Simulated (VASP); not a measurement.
# EuS (Fm-3m) in VASP: further runs, part 2 of 2

VASP 6.6.1. The steps go on from the part before.

## 4. Single point, LDA, collinear spin, ferromagnetic start

This run uses another cell than the first one, of 24.84 Å³/atom.

Input file INCAR:

```
ALGO = Normal ; EDIFF = 1E-6
ENCUT = 600 ; GGA = CA
GGA_COMPAT = False ; ISIF = 2
ISMEAR = -1 ; ISPIN = 2
LASPH = True ; LCHARG = True
LELF = True ; LMAXMIX = 6
LORBIT = 11 ; LREAL = False
LVHAR = True ; LWAVE = False
MAGMOM = 7 0 ; NBANDS = 22
NELM = 200 ; PREC = Accurate
SIGMA = 0.05
```

Input file KPOINTS:

```
k-points
0
Gamma
  8 8 8
```

Input file POSCAR:

```
EuS
1.0
    0.0000000000      2.9176972248      2.9176972248
    2.9176972248      0.0000000000      2.9176972248
    2.9176972248      2.9176972248      0.0000000000
Eu S
1 1
Direct
    0.0000000000      0.0000000000      0.0000000000
    0.5000000000      0.5000000000      0.5000000000
```

Potentials or basis: VASP PAW PBE potentials, release 64 (Eu, S).

Command:

```bash
cat potpaw_PBE.64/Eu/POTCAR potpaw_PBE.64/S/POTCAR > POTCAR
mpirun -np 1 vasp_std > vasp.out
```

OUTCAR:

```text
EDIFF = 1E-6
   ENCUT = 600
   GGA = CA
   ISIF = 2
   ISMEAR = -1
   ISPIN = 2
   LASPH = True
   LORBIT = 11
   LREAL = False
   NELM = 200
   PREC = Accurate

 ion  position               nearest neighbor table
   1  0.000  0.000  0.000-   2 2.92   2 2.92   2 2.92   2 2.92   2 2.92   2 2.92
   2  0.500  0.500  0.500-   1 2.92   1 2.92   1 2.92   1 2.92   1 2.92   1 2.92

  LATTYP: Found a face centered cubic cell.
 ALAT       =     5.8353944496

  Lattice vectors:

 A1 = (   0.0000000000,   2.9176972248,   2.9176972248)
 A2 = (   2.9176972248,   0.0000000000,   2.9176972248)
 A3 = (   2.9176972248,   2.9176972248,   0.0000000000)

Analysis of symmetry for initial positions (statically):
=====================================================================
 Subroutine PRICEL returns:
 Original cell was already a primitive cell.

 Routine SETGRP: Setting up the symmetry group for a
 face centered cubic supercell.

 Subroutine GETGRP returns: Found 48 space group operations
 (whereof 48 operations were pure point group operations)
 out of a pool of 48 trial point group operations.

The static configuration has the point symmetry O_h .

Analysis of symmetry for dynamics (positions and initial velocities):
=====================================================================
 Subroutine PRICEL returns:
 Original cell was already a primitive cell.

 Routine SETGRP: Setting up the symmetry group for a
 face centered cubic supercell.

 Subroutine GETGRP returns: Found 48 space group operations
 (whereof 48 operations were pure point group operations)
 out of a pool of 48 trial point group operations.

The dynamic configuration has the point symmetry O_h .

Analysis of structural, dynamic, and magnetic symmetry:
=====================================================================
 Subroutine PRICEL returns:
 Original cell was already a primitive cell.

[... 143 lines left out ...]
   NGX = 17   NGY = 17   NGZ = 17

 number of electron      23.0000003 magnetization       6.9119436

 Free energy of the ion-electron system (eV)
  ---------------------------------------------------
  ext. energy  EPLUGINS =         0.00000000
  ---------------------------------------------------
  free energy    TOTEN  =       -20.66841103 eV

  energy without entropy =      -20.65357578  energy(sigma->0) =      -20.66099340

 E-fermi :   4.3167     XC(G=0): -10.2986

 val. band max:        4.3061456395   @ k =   0.1250   0.1250   0.0000
 cond. band min:       4.3567549328   @ k =   0.2500   0.2500   0.0000
 fundamental gap:      0.0506092933
 Fermi energy:         4.3167001869

 spin component 1

 k-point     1 :       0.0000    0.0000    0.0000
  band No.  band energies     occupation
      1     -36.8147      1.00000
      2     -15.6405      1.00000
      3     -15.6405      1.00000
      4     -15.6405      1.00000
      5      -9.1783      1.00000
      6       1.5872      1.00000
[... 589 lines left out ...]
     21      10.8533      0.00000
     22      11.9736      0.00000

 [... further k-points ...]

 spin component 2

 k-point     1 :       0.0000    0.0000    0.0000
  band No.  band energies     occupation
      1     -34.0487      1.00000
      2     -13.5628      1.00000
      3     -13.5628      1.00000
      4     -13.5628      1.00000
      5      -9.1343      1.00000
      6       1.8170      1.00000
[... 589 lines left out ...]
     21      11.7313      0.00000
     22      12.7483      0.00000

 [... further k-points ...]
[... 5 lines left out ...]
  --------------------------------------------------------------------------------------
  -------------------------------------------------------------------------------------
  Total       -1.6501737     -1.6501737     -1.6501737     -0.0000000      0.0000000      0.0000000
  in kB      -53.2218017    -53.2218017    -53.2218017     -0.0000000      0.0000000      0.0000000
  external PRESSURE =     -53.2218017 kB  Pullay stress =       0.0000000 kB

 VOLUME and BASIS-vectors are now :
 -----------------------------------------------------------------------------
  energy-cutoff  :      600.00
  volume of cell :       49.68
      direct lattice vectors                 reciprocal lattice vectors
     0.000000000  2.917697225  2.917697225    -0.171368021  0.171368021  0.171368021
     2.917697225  0.000000000  2.917697225     0.171368021 -0.171368021  0.171368021
     2.917697225  2.917697225  0.000000000     0.171368021  0.171368021 -0.171368021

 POSITION                                       TOTAL-FORCE (eV/Angst)
 -----------------------------------------------------------------------------------
      0.00000      0.00000      0.00000         0.000000      0.000000      0.000000
      2.91770      2.91770      2.91770        -0.000000     -0.000000     -0.000000
 -----------------------------------------------------------------------------------
    total drift:                               -0.000000      0.000000      0.000000

  FREE ENERGIE OF THE ION-ELECTRON SYSTEM (eV)
  ---------------------------------------------------
  free  energy   TOTEN  =       -20.6684110312 eV

  energy  without entropy=      -20.6535757780  energy(sigma->0) =      -20.66099340

 total charge

# of ion       s       p       d       f       tot
--------------------------------------------------
    1        2.023   5.698   0.364   6.607  14.693
    2        1.308   2.406   0.000   0.000   3.714
--------------------------------------------------
tot          3.331   8.104   0.364   6.607  18.407

 magnetization (x)

# of ion       s       p       d       f       tot
--------------------------------------------------
    1       -0.009  -0.086   0.089   6.568   6.562
    2       -0.006  -0.053   0.000   0.000  -0.059
--------------------------------------------------
tot         -0.015  -0.139   0.089   6.568   6.502
```

Wall time 83 s (1 thread of AMD EPYC 9R45 (Zen 5), shared host); peak memory 0.2 GiB.

Results:

```yaml
Free_energy: -20.6684 eV
Pressure: -5.3 GPa
Net_moment: 6.91 μB per cell
Site_moments: Eu +6.56; S -0.06 μB
Valence_electrons_inside_the_program's_atomic_spheres: Eu 14.69; S 3.71
```

Levels at points of the mesh, in eV from the Fermi level:
Spin up:
| k point | band 12 | band 13 | band 14 | band 15 | band 16 | band 17 | band 18 | band 19 |
| --- | --- | --- | --- | --- | --- | --- | --- | --- |
| (0.00, 0.00, 0.00) | -0.26 | 0.12 | 0.12 | 0.12 | 1.01 | 1.01 | 1.01 | 1.16 |
| (0.50, 0.00, 0.00) | -0.32 | -0.32 | -0.27 | -0.25 | 3.20 | 3.42 | 3.80 | 3.80 |
| (0.50, 0.50, 0.00) | -0.33 | -0.33 | -0.28 | -0.06 | -0.06 | 3.16 | 3.54 | 4.82 |
Spin down:
```
           k point  band 6  band 7  band 8  band 9  band 10  band 11
(0.00, 0.00, 0.00)   -2.50   -2.50   -2.50    1.58     1.64     1.64
(0.50, 0.00, 0.00)   -5.30   -3.80   -3.80    2.68     3.67     3.67
(0.50, 0.50, 0.00)   -3.66   -2.84   -2.84   -0.48     3.82     3.89
```

Caveat: the cell stands under tension; the PAW data sets were made with another functional, which shifts forces and pressure a little; spin-orbit coupling is left out, which moves the levels of the heavy elements; a cell with one magnetic atom can't hold antiferromagnetic order, which such compounds often take; semilocal functionals describe open f shells poorly, which spoils levels, moments and volumes. The state reached can hang on the start; a lower one may exist.

## 5. The runs side by side

| level | cell | gap on the mesh (eV) | pressure (GPa) | moment (μB) |
| --- | --- | --- | --- | --- |
| RPBE+D3(BJ) | a = 3.779 Å, angles 60.0°, 2 atoms | none | -0.2 | 6.81 |
| PBE | a = 4.212 Å, angles 60.0°, 2 atoms | none | -2.7 | 6.98 |
| LDA | a = 4.126 Å, angles 60.0°, 2 atoms | none | -5.3 | 6.91 |

Alike in all rows: task single point; potentials or basis VASP PAW PBE potentials, release 64 (Eu, S); spin collinear, ferromagnetic start; k mesh 8 × 8 × 8; cutoff (eV) 600; smearing fermi-dirac 0.05 eV.

Caveats: spin-orbit coupling is left out, which moves the levels of the heavy elements; a cell with one magnetic atom can't hold antiferromagnetic order, which such compounds often take; semilocal functionals describe open f shells poorly, which spoils levels, moments and volumes; the PAW data sets were made with another functional, which shifts forces and pressure a little (at least some runs); the cell stands under tension (at least some runs).

Absolute energies hang on the potentials; compare differences alone.

## 6. How close it comes

Step 2. A measured gap of EuS is 1.72 eV (optical; 300 K; powder; “Crystal-field mediated electronic transitions of EuS up to 35 GPa”, 2022, pmc:8786971); the calculated 0.00 eV misses it by -1.72 eV. So large a miss can be the level of theory's own, or it may mean another phase, state or a wrong row. Spin-orbit coupling on Eu is left out. The value is that of RPBE+D3(BJ) on a finite k mesh, which can miss the band edges, without temperature or zero-point motion. Semilocal functionals fall short of measured gaps as a rule. The run's magnetic order (collinear spin, ferromagnetic start) needn't be the measured crystal's.
